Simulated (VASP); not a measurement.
# Sb2Au (Fm-3m) in VASP: a series of runs

Sb2Au is run at these levels: LDA; tasks: single point.

Program: VASP 6.6.1. These are calculated values, not measurements. Logs are shortened: lines on timing, memory, paths and dates and some standing lists are left out, and cuts for length are marked.

## (1) The cell of the first run

The structure is cubic, space group Fm-3m (No. 225). The conventional cell has a = 6.772 Å, b = 6.772 Å, c = 6.772 Å, α = 90.00°, β = 90.00°, γ = 90.00°. Sb (site symmetry -43m) has 4 Au at 2.93 Å and 6 Sb at 3.39 Å within 3.9 Å. Within 3.9 Å of Au (site symmetry m-3m) lie 8 Sb at 2.93 Å.

## (2) Single point, LDA

INCAR

```
  PREC = Accurate
  ENCUT = 520
  EDIFF = 1E-6
  ISMEAR = 1
  SIGMA = 0.3
  LREAL = F
  LASPH = T
  NELM = 60
  ALGO = Normal
  ISIF = 2
  LWAVE = F
  LCHARG = F
  NBANDS = 18
```

KPOINTS

```
regular mesh
0
Gamma
  6 6 6
```

POSCAR

```
Sb2Au
1.0
    0.0000000000      3.3861427304      3.3861427304
    3.3861427304      0.0000000000      3.3861427304
    3.3861427304      3.3861427304      0.0000000000
Sb Au
2 1
Direct
    0.2500000000      0.2500000000      0.2500000000
    0.7500000000      0.7500000000      0.7500000000
    0.0000000000      0.0000000000      0.0000000000
```

Potentials or basis: VASP PAW LDA potentials, release 64 (Sb, Au).

Started as:

```bash
$ cat potpaw_LDA.64/Sb/POTCAR potpaw_LDA.64/Au/POTCAR > POTCAR
$ mpirun -np 1 vasp_std > vasp.out
```

OUTCAR:

```text
PREC = Accurate
   ENCUT = 520
   EDIFF = 1E-6
   ISMEAR = 1
   LREAL = F
   LASPH = T
   NELM = 60
   ISIF = 2

 ion  position               nearest neighbor table
   1  0.250  0.250  0.250-   3 2.93   3 2.93   3 2.93   3 2.93   2 3.39   2 3.39   2 3.39   2 3.39
                             2 3.39   2 3.39
   2  0.750  0.750  0.750-   3 2.93   3 2.93   3 2.93   3 2.93   1 3.39   1 3.39   1 3.39   1 3.39
                             1 3.39   1 3.39
   3  0.000  0.000  0.000-   1 2.93   2 2.93   2 2.93   2 2.93   2 2.93   1 2.93   1 2.93   1 2.93

  LATTYP: Found a face centered cubic cell.
 ALAT       =     6.7722854608

  Lattice vectors:

 A1 = (   0.0000000000,   3.3861427304,   3.3861427304)
 A2 = (   3.3861427304,   0.0000000000,   3.3861427304)
 A3 = (   3.3861427304,   3.3861427304,   0.0000000000)

Analysis of symmetry for initial positions (statically):
=====================================================================
 Subroutine PRICEL returns:
 Original cell was already a primitive cell.

 Routine SETGRP: Setting up the symmetry group for a
 face centered cubic supercell.

 Subroutine GETGRP returns: Found 48 space group operations
 (whereof 48 operations were pure point group operations)
 out of a pool of 48 trial point group operations.

The static configuration has the point symmetry O_h .

Analysis of symmetry for dynamics (positions and initial velocities):
=====================================================================
 Subroutine PRICEL returns:
 Original cell was already a primitive cell.

 Routine SETGRP: Setting up the symmetry group for a
 face centered cubic supercell.

 Subroutine GETGRP returns: Found 48 space group operations
 (whereof 48 operations were pure point group operations)
 out of a pool of 48 trial point group operations.

The dynamic configuration has the point symmetry O_h .

 Subroutine INISYM returns: Found 48 space group operations
 (whereof 48 operations are pure point group operations),
 and found     1 'primitive' translations

----------------------------------------------------------------------------------------

                                     Primitive cell

  volume of cell :      77.6508

  direct lattice vectors                    reciprocal lattice vectors
     0.000000000  3.386142730  3.386142730    -0.147660639  0.147660639  0.147660639
     3.386142730  0.000000000  3.386142730     0.147660639 -0.147660639  0.147660639
     3.386142730  3.386142730  0.000000000     0.147660639  0.147660639 -0.147660639

  length of vectors
     4.788728973  4.788728973  4.788728973     0.255755729  0.255755729  0.255755729

  position of ions in fractional coordinates (direct lattice)
     0.250000000  0.250000000  0.250000000
     0.750000000  0.750000000  0.750000000
     0.000000000  0.000000000  0.000000000

  ion indices of the primitive-cell ions
   primitive index   ion index
                 1           1
                 2           2
                 3           3

----------------------------------------------------------------------------------------

 KPOINTS: regular mesh

Automatic generation of k-mesh.
 Grid dimensions read from file:
 generate k-points for:    6    6    6

 Generating k-lattice:

  Cartesian coordinates                     Fractional coordinates (reciprocal lattice)
    -0.024610107  0.024610107  0.024610107     0.166666667  0.000000000  0.000000000
     0.024610107 -0.024610107  0.024610107     0.000000000  0.166666667  0.000000000
     0.024610107  0.024610107 -0.024610107     0.000000000  0.000000000  0.166666667

  Length of vectors
     0.042625955  0.042625955  0.042625955

  Shift w.r.t. Gamma in fractional coordinates (k-lattice)
     0.000000000  0.000000000  0.000000000

 Subroutine IBZKPT returns following result:
 ===========================================

 Found     16 irreducible k-points:

 Following reciprocal coordinates:
            Coordinates               Weight
  0.000000  0.000000  0.000000      1.000000
  0.166667  0.000000  0.000000      8.000000
  0.333333  0.000000  0.000000      8.000000
  0.500000  0.000000  0.000000      4.000000
  0.166667  0.166667  0.000000      6.000000
  0.333333  0.166667  0.000000     24.000000
[... 8 lines left out ...]
 -0.333333  0.333333  0.166667     24.000000
 -0.333333  0.500000  0.166667     12.000000
   k-points           NKPTS =     16   k-points in BZ     NKDIM =     16   number of bands    NBANDS=     18
   number of dos      NEDOS =    301   number of ions     NIONS =      3
   total plane-waves  NPLWV =  46656
   dimension x,y,z NGX =    36 NGY =   36 NGZ =   36
   dimension x,y,z NGXF=    72 NGYF=   72 NGZF=   72
   ions per type =               2   1
   NGX,Y,Z   is equivalent  to a cutoff of  12.50, 12.50, 12.50 a.u.
   NGXF,Y,Z  is equivalent  to a cutoff of  25.00, 25.00, 25.00 a.u.
 SYSTEM =  unknown system
   PREC   = accura    normal or accurate (medium, high low for compatibility)
   ISTART =      0    job   : 0-new  1-cont  2-samecut
   ICHARG =      2    charge: 1-file 2-atom 10-const
   ISPIN  =      1    spin polarized calculation?
   LNONCOLLINEAR =      F non collinear calculations
   LSORBIT =      F    spin-orbit coupling
   LASPH  =      T    aspherical Exc in radial PAW
   ENCUT  =  520.0 eV  38.22 Ry    6.18 a.u.   8.90  8.90  8.90*2*pi/ulx,y,z
   NELM   =     60;   NELMIN=  2; NELMDL= -5     # of ELM steps
   EDIFF  = 0.1E-05   stopping-criterion for ELM
   LREAL  =      F    real-space projection
   EDIFFG = 0.1E-04   stopping-criterion for IOM
   NSW    =      0    number of steps for IOM
   IBRION =     -1    ionic relax: 0-MD 1-quasi-New 2-CG
   NFREE  =      0    steps in history (QN), initial steepest desc. (CG)
   ISIF   =      2    stress and relaxation
   ISYM   =      2    0-nonsym 1-usesym 2-fastsym
   POTIM  = 0.5000    time-step for ionic-motion
   TEBEG  =    0.0;   TEEND  =   0.0 temperature during run
   PSTRESS=    0.0 pullay stress
   NELECT =      21.0000    total number of electrons
   NUPDOWN=      -1.0000    fix difference up-down
   EMIN   =  10.00;   EMAX   =-10.00  energy-range for DOS
   EFERMI =   0.00;   METHOD = LEGACY
   ISMEAR =     1;   SIGMA  =   0.30  broadening in eV -4-tet -1-fermi 0-gaus
   EFERMI_NEDOS =   21; number of points for ismear=-14 and -15
   IALGO  =     38    algorithm
   IMIX   =      4    mixing-type and parameters
     AMIX     =   0.40;   BMIX     =  1.00
     AMIX_MAG =   1.60;   BMIX_MAG =  1.00
  volume/ion in A,a.u.               =      25.88       174.67
  Fermi-wavevector in a.u.,A,eV,Ry     =   1.058683  2.000621 15.249546  1.120810
  Thomas-Fermi vector in A             =   2.194001
   LORBIT       =      0    0 simple, 1 ext, 2 COOP (PROOUT), +10 PAW based schemes
   GGA     = CA    functional components
   LHFCALC =     F    Hartree Fock is set to
   AEXX    =    0.0000 exact exchange contribution
   IVDW    =     0    specifies the selected vdW correction
   LEPSILON=     F    determine dielectric tensor
   LRPA    =     F    only Hartree local field effects (RPA)
 non-spin polarized calculation
 Methfessel and Paxton  Order N= 1 SIGMA  =   0.30
  energy-cutoff  :      520.00
  volume of cell :       77.65
 maximum number of plane-waves:      2121
   NGX = 17   NGY = 17   NGZ = 17

 number of electron      21.0000002 magnetization

 Free energy of the ion-electron system (eV)
  ---------------------------------------------------
  ext. energy  EPLUGINS =         0.00000000
  ---------------------------------------------------
  free energy    TOTEN  =       -13.86236047 eV

  energy without entropy =      -13.85747092  energy(sigma->0) =      -13.86073062

 E-fermi :   7.9712     XC(G=0): -10.4134

 val. band max:        7.8814344897   @ k =   0.1667   0.0000   0.0000
 cond. band min:       8.0187744914   @ k =  -0.1667   0.1667   0.0000
 fundamental gap:      0.1373400016
 Fermi energy:         7.9711688880

 k-point     1 :       0.0000    0.0000    0.0000
  band No.  band energies     occupation
      1      -4.6544      2.00000
      2       0.9637      2.00000
      3       1.6409      2.00000
      4       1.6409      2.00000
      5       1.6409      2.00000
      6       2.8462      2.00000
[... 10 lines left out ...]
     17      10.6258     -0.00000
     18      13.7604     -0.00000

 k-point     2 :       0.1667    0.0000    0.0000
  band No.  band energies     occupation
      1      -4.3956      2.00000
      2      -0.1002      2.00000
      3       1.7362      2.00000
      4       1.7362      2.00000
      5       2.7377      2.00000
      6       2.8168      2.00000
[... 10 lines left out ...]
     17      12.4691     -0.00000
     18      14.9594      0.00000

 k-point     3 :       0.3333    0.0000    0.0000
  band No.  band energies     occupation
      1      -3.6655      2.00000
      2      -1.3017      2.00000
      3       1.9191      2.00000
      4       1.9191      2.00000
      5       2.8170      2.00000
      6       2.8170      2.00000
[... 10 lines left out ...]
     17      15.3305      0.00000
     18      16.9132      0.00000

 k-point     4 :       0.5000    0.0000    0.0000
  band No.  band energies     occupation
      1      -2.8346      2.00000
      2      -2.2433      2.00000
      3       1.9934      2.00000
      4       1.9934      2.00000
      5       2.5146      2.00000
      6       2.8734      2.00000
[... 207 lines left out ...]
      4       2.1602      2.00000
      5       2.2102      2.00000
      6       2.7421      2.00000
[... 10 lines left out ...]
     17      14.8462      0.00000
     18      15.6891      0.00000

 k-point    15 :      -0.3333    0.3333    0.1667
  band No.  band energies     occupation
      1      -2.3296      2.00000
      2      -2.1335      2.00000
      3       1.5762      2.00000
      4       1.8973      2.00000
      5       2.3398      2.00000
      6       2.7913      2.00000
[... 10 lines left out ...]
     17      15.4976      0.00000
     18      16.0417      0.00000

 k-point    16 :      -0.3333    0.5000    0.1667
  band No.  band energies     occupation
      1      -2.3324      2.00000
      2      -1.8252      2.00000
      3       0.9414      2.00000
      4       2.1510      2.00000
      5       2.5475      2.00000
      6       2.6415      2.00000
[... 10 lines left out ...]
     17      15.6245      0.00000
     18      17.0012      0.00000

------------------------ aborting loop because EDIFF is reached ----------------------------------------

  FORCE on cell =-STRESS in cart. coord.  units (eV):
  Direction    XX          YY          ZZ          XY          YZ          ZX
  --------------------------------------------------------------------------------------
  -------------------------------------------------------------------------------------
  Total       -0.7422397     -0.7422397     -0.7422397     -0.0000000      0.0000000     -0.0000000
  in kB      -15.3147170    -15.3147170    -15.3147170     -0.0000000      0.0000000     -0.0000000
  external PRESSURE =     -15.3147170 kB  Pullay stress =       0.0000000 kB

 VOLUME and BASIS-vectors are now :
 -----------------------------------------------------------------------------
  energy-cutoff  :      520.00
  volume of cell :       77.65
      direct lattice vectors                 reciprocal lattice vectors
     0.000000000  3.386142730  3.386142730    -0.147660639  0.147660639  0.147660639
     3.386142730  0.000000000  3.386142730     0.147660639 -0.147660639  0.147660639
     3.386142730  3.386142730  0.000000000     0.147660639  0.147660639 -0.147660639

 POSITION                                       TOTAL-FORCE (eV/Angst)
 -----------------------------------------------------------------------------------
      1.69307      1.69307      1.69307         0.000000      0.000000      0.000000
      5.07921      5.07921      5.07921        -0.000000     -0.000000      0.000000
      0.00000      0.00000      0.00000         0.000000      0.000000     -0.000000
 -----------------------------------------------------------------------------------
    total drift:                               -0.000000      0.000000      0.000000

  FREE ENERGIE OF THE ION-ELECTRON SYSTEM (eV)
  ---------------------------------------------------
  free  energy   TOTEN  =       -13.8623604659 eV

  energy  without entropy=      -13.8574709167  energy(sigma->0) =      -13.86073062
```

Wall time 31 s (1 thread of Intel Xeon 8259CL, shared host); peak memory 0.18 GiB.

Results:

```yaml
Free_energy: -13.8624 eV
Pressure: -1.5 GPa
```

Caveat: spin-orbit coupling is left out, which moves the levels of the heavy elements.

## (3) Single point, LDA

This run uses another cell than the first one, of 26.54 Å³/atom, 1.025 times its volume.

INCAR

```
SYSTEM = Sb2Au
PREC = Accurate
ENCUT = 520
EDIFF = 1E-6
ISMEAR = 1
SIGMA = 0.3
LREAL = .False.
LASPH = .True.
NELM = 60
ALGO = Normal
ISIF = 2
LWAVE = .False.
LCHARG = .True.
GGA = CA
LELF = .True.
LVHAR = .True.
NBANDS = 18
```

KPOINTS

```
Automatic mesh
0
Gamma
  6 6 6
  0 0 0
```

POSCAR

```
Sb2Au
1.0
    0.0000000000      3.4144799703      3.4144799703
    3.4144799703      0.0000000000      3.4144799703
    3.4144799703      3.4144799703      0.0000000000
Sb Au
2 1
Direct
    0.2500000000      0.2500000000      0.2500000000
    0.7500000000      0.7500000000      0.7500000000
    0.0000000000      0.0000000000      0.0000000000
```

Potentials or basis: VASP PAW LDA potentials, release 64 (Sb, Au).

Started as:

```bash
$ cat potpaw_LDA.64/Sb/POTCAR potpaw_LDA.64/Au/POTCAR > POTCAR
$ mpirun -np 1 vasp_std > vasp.out
```

Wall time 36 s (1 thread of Intel Xeon 8259CL, shared host); peak memory 0.18 GiB.

Results (log left out):

```yaml
Free_energy: -13.8316 eV
Pressure: -3.5 GPa
```

Levels at points of the mesh, in eV from the Fermi level:
| k point | band 7 | band 8 | band 9 | band 10 | band 11 | band 12 | band 13 | band 14 |
| --- | --- | --- | --- | --- | --- | --- | --- | --- |
| (0.00, 0.00, 0.00) | -4.97 | -0.32 | -0.32 | -0.32 | 0.55 | 0.55 | 0.55 | 1.11 |
| (0.50, 0.00, 0.00) | -4.95 | -2.53 | -2.13 | -2.13 | -1.47 | 0.18 | 0.18 | 4.31 |
| (0.50, 0.50, 0.00) | -4.82 | -4.21 | -4.21 | -3.67 | 0.48 | 3.30 | 3.30 | 3.53 |

Caveat: spin-orbit coupling is left out, which moves the levels of the heavy elements.
